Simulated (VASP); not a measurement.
**BaO: single point with PBE**

Crystal: BaO.

```
Ba O
1.0
     0.00000    2.77187    2.77187
     2.77187    0.00000    2.77187
     2.77187    2.77187    0.00000
Ba O
1 1
Direct
  0.00000 0.00000 0.00000
  0.50000 0.50000 0.50000
```

| Item | Value |
| --- | --- |
| Program | VASP 6.6.1 |
| Task | single point |
| Functional | PBE |
| Potentials or basis | VASP PAW PBE potentials, release 64 (Ba_sv, O) |
| Cutoff | 600 eV |
| k mesh | 6 × 6 × 6 |
| Occupations | gaussian, width 0.01 eV |
| Spin | no spin polarisation |

```yaml
Pressure: 2.8 GPa
Band_gap_on_the_k_mesh: 1.98 eV, direct
```

Levels at points of the mesh, in eV from the valence-band top:
| k point | band 5 | band 6 | band 7 | band 8 | band 9 | band 10 | band 11 | band 12 |
| --- | --- | --- | --- | --- | --- | --- | --- | --- |
| (0.00, 0.00, 0.00) | -10.43 | -0.34 | -0.34 | -0.34 | 3.53 | 4.68 | 4.68 | 4.68 |
| (0.50, 0.00, 0.00) | -10.55 | -1.99 | -1.47 | -1.47 | 4.92 | 7.15 | 7.15 | 8.17 |
| (0.00, 0.50, 0.00) | -10.55 | -1.99 | -1.47 | -1.47 | 4.92 | 7.15 | 7.15 | 8.17 |
| (0.00, 0.00, 0.50) | -10.55 | -1.99 | -1.47 | -1.47 | 4.92 | 7.15 | 7.15 | 8.17 |
| (0.50, 0.50, 0.50) | -10.55 | -1.99 | -1.47 | -1.47 | 4.92 | 7.15 | 7.15 | 8.17 |
| (0.50, 0.50, 0.00) | -11.01 | -0.15 | -0.15 | 0.00 | 1.98 | 5.96 | 8.88 | 9.38 |
| (0.00, 0.50, 0.50) | -11.01 | -0.15 | -0.15 | 0.00 | 1.98 | 5.96 | 8.88 | 9.38 |
| (0.50, 0.00, 0.50) | -11.01 | -0.15 | -0.15 | 0.00 | 1.98 | 5.96 | 8.88 | 9.38 |

Wall time 46 s on 1 thread of AMD EPYC 9R45 96-Core Processor (Zen 5), on a shared host, peak memory 0.21 GiB.

Caveat: spin-orbit coupling is left out, which moves the levels of the heavy elements. A k mesh can miss the band edges.
